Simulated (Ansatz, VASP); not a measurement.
**Two plane-wave programs on LiCl**

```
Li Cl
1.0
     0.00000    2.51836    2.51836
     2.51836    0.00000    2.51836
     2.51836    2.51836    0.00000
Li Cl
1 1
Direct
  0.00000 0.00000 0.00000
  0.50000 0.50000 0.50000
```

Alike in both runs: functional PBE; dispersion D3(BJ); k mesh 8 × 8 × 8; occupations gaussian, width 0.02 eV; no spin polarisation.

Ansatz relaxed the structure, and its values are those at the end. VASP's run is a single point on that final structure, the one shown.

```csv
,VASP,Ansatz
version,VASP 6.6.1,Ansatz 0.2.0
potentials or method,"VASP PAW PBE potentials, release 64 (Li_sv, Cl), cutoff 520 eV","scalar-relativistic, plane waves, PAW"
valence electrons in the cell,10,10
```

VASP gave:

- gap on the k mesh at the Fermi level (eV): 6.67
- least direct gap on the mesh (eV): 6.67

Task: What did Ansatz give for the same quantities?

Result: gap on the k mesh at the Fermi level (eV): 6.66; least direct gap on the mesh (eV): 6.66.

Noted on VASP's run: the cutoff is short for stress, so the pressure is rough.
